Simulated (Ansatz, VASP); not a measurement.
# Two plane-wave programs on MgO

The input INCAR:

```
SYSTEM = MgO
  PREC = Accurate
  ENCUT = 520
  EDIFF = 1E-7
  ISMEAR = 0
  SIGMA = 0.05
  LREAL = .FALSE.
  LASPH = .TRUE.
  NELM = 60
  ALGO = Normal
  ISIF = 2
  LWAVE = .FALSE.
  LCHARG = .FALSE.
  GGA = PE
  NBANDS = 26
```

Contents of KPOINTS:

```
Automatic mesh
0
G
  6 6 6
  0 0 0
```

POSCAR

```
MgO
1.0
    4.2703000000      0.0000000000      0.0000000000
    0.0000000000     -4.2703000000      0.0000000000
    0.0000000000      0.0000000000     -4.2703000000
Mg O
4 4
Direct
    0.0165587144      0.4834412856      0.5000000000
    0.5000000000      0.0000000000      0.5000000000
    0.5000000000      0.5000000000      0.0000000000
    0.0000000000      0.0000000000      0.0000000000
    0.5000000000      0.0000000000      0.0000000000
    0.0000000000      0.5000000000      0.0000000000
    0.0000000000      0.0000000000      0.5000000000
    0.5000000000      0.5000000000      0.5000000000
```

Input for Ansatz:

```yaml
crystal:
  lattice:
    - [4.2703, 0.0, 0.0]
    - [0.0, -4.2703, 0.0]
    - [0.0, 0.0, -4.2703]
  atoms:
    - { symbol: Mg, position: [0.0165587144, 0.4834412856, 0.5] }
    - { symbol: Mg, position: [0.5, 0.0, 0.5] }
    - { symbol: Mg, position: [0.5, 0.5, 0.0] }
    - { symbol: Mg, position: [0.0, 0.0, 0.0] }
    - { symbol: O, position: [0.5, 0.0, 0.0] }
    - { symbol: O, position: [0.0, 0.5, 0.0] }
    - { symbol: O, position: [0.0, 0.0, 0.5] }
    - { symbol: O, position: [0.5, 0.5, 0.5] }
basis:
  ecutwfc: 420
kpoints:
  mp_grid: { grid: [6, 6, 6] }
hamiltonian:
  xc: pbe
scf:
  occupations: { method: gaussian, width: 0.05 }
output:
  forces: true
  stress: true
  eigenvalues: true
```

Alike in both runs: task single point; functional PBE; k mesh 6 × 6 × 6; occupations gaussian, width 0.05 eV; no spin polarisation.

|  | VASP | Ansatz |
| --- | --- | --- |
| version | VASP 6.6.1 | Ansatz 0.2.0 |
| potentials or method | VASP PAW PBE potentials, release 64 (Mg, O), cutoff 520 eV | scalar-relativistic, plane waves, PAW |
| valence electrons in the cell | 32 | 64 |

|  | VASP | Ansatz | Ansatz less VASP |
| --- | --- | --- | --- |
| gap on the k mesh at the Fermi level (eV) | 4.34 | 4.35 | +0.017 |
| least direct gap on the mesh (eV) | 4.34 | 4.35 | +0.017 |
| pressure (GPa) | -2.2 | -1.4 | +0.73 |
| traceless stress, the component that is largest in VASP (GPa) | -0.24 | -0.23 | +0.003 |
| rms of the force components (eV/Å) | 0.200 | 0.198 | -0.0017 |

Atom by atom the forces differ by 0.002 eV/Å (rms over components). The functional is the same, so the differences come from potentials, cutoffs and numerics. VASP's potentials hold 32 valence electrons a cell and Ansatz's 64, so a difference there can come from the potentials and not from the codes.
